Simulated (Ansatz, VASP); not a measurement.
## Ta2Au in VASP and in Ansatz

```xyz
6
Lattice="-3.2744 3.2744 2.5795 3.2744 -3.2744 2.5795 3.2744 3.2744 -2.5795" Properties=species:S:1:pos:R:3 pbc="T T T"
Ta    4.2477    0.9732    0.0000
Ta    2.3012    0.9732    2.5795
Ta   -0.9732    2.3012    2.5795
Ta    0.9732    2.3012    0.0000
Au    0.0000    0.0000    3.8692
Au    0.0000    0.0000    1.2897
```

Alike in both runs: functional PBE; k mesh 10 × 10 × 10; occupations gaussian, width 0.1 eV; no spin polarisation.

Ansatz relaxed the structure, and its values are those at the end. VASP's run is a single point on that final structure, the one shown.

```csv
,VASP,Ansatz
version,VASP 6.6.1,Ansatz 0.2.0
potentials or method,"VASP PAW PBE potentials, release 64 (Ta_pv, Au), cutoff 520 eV","scalar-relativistic, plane waves, PAW"
valence electrons in the cell,66,90
```

|  | VASP | Ansatz | Ansatz less VASP |
| --- | --- | --- | --- |
| gap on the k mesh at the Fermi level (eV) | none | none | - |
| pressure (GPa) | -0.2 | 0.0 | +0.23 |

A gap of «none» marks a metal or a gap that the smearing closes. VASP's potentials hold 66 valence electrons a cell and Ansatz's 90, so a difference there can come from the potentials and not from the codes.

Spin-orbit coupling is off throughout.
